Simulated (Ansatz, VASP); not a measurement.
**One calculation of Ge, two programs**

File INCAR:

```
SYSTEM = Ge
PREC = Accurate ; ENCUT = 520
EDIFF = 1E-6 ; ISMEAR = 0
SIGMA = 0.15 ; LREAL = .FALSE.
LASPH = .TRUE. ; NELM = 80
ALGO = Normal ; ISIF = 2
LWAVE = .FALSE. ; LCHARG = .FALSE.
GGA = PE ; NBANDS = 21
```

File KPOINTS:

```
Automatic mesh
0
G
  14 14 14
  0 0 0
```

POSCAR

```
Ge
1.0
    0.0000000000      2.7580507500      2.7580507500
    2.7580507500      0.0000000000      2.7580507500
    2.7580507500      2.7580507500      0.0000000000
Ge
2
Direct
    0.5000000000      0.5000000000      0.5000000000
    0.7500000000      0.7500000000      0.7500000000
```

Input for Ansatz:

```yaml
crystal:
  lattice:
    - [0.0, 2.75805075, 2.75805075]
    - [2.75805075, 0.0, 2.75805075]
    - [2.75805075, 2.75805075, 0.0]
  atoms:
    - { symbol: Ge, position: [0.5, 0.5, 0.5] }
    - { symbol: Ge, position: [0.75, 0.75, 0.75] }
basis:
  ecutwfc: 420
kpoints:
  mp_grid: { grid: [14, 14, 14] }
hamiltonian:
  xc: pbe
scf:
  occupations: { method: gaussian, width: 0.15 }
output:
  forces: true
  stress: true
  eigenvalues: true
```

Change from the starting cell: strain -0.025 along x and y, -0.025 along z, atoms carried along.

Alike in both runs: task single point; functional PBE; k mesh 14 × 14 × 14; occupations gaussian, width 0.15 eV; no spin polarisation.

```csv
,VASP,Ansatz
version,VASP 6.6.1,Ansatz 0.2.0
potentials or method,"VASP PAW PBE potentials, release 64 (Ge_d), cutoff 520 eV","scalar-relativistic, plane waves, PAW"
valence electrons in the cell,28,28
```

|  | VASP | Ansatz | Ansatz less VASP |
| --- | --- | --- | --- |
| gap on the k mesh at the Fermi level (eV) | 0.43 | 0.42 | -0.006 |
| least direct gap on the mesh (eV) | 0.75 | 0.74 | -0.008 |
| pressure (GPa) | 10.5 | 10.5 | +0.07 |
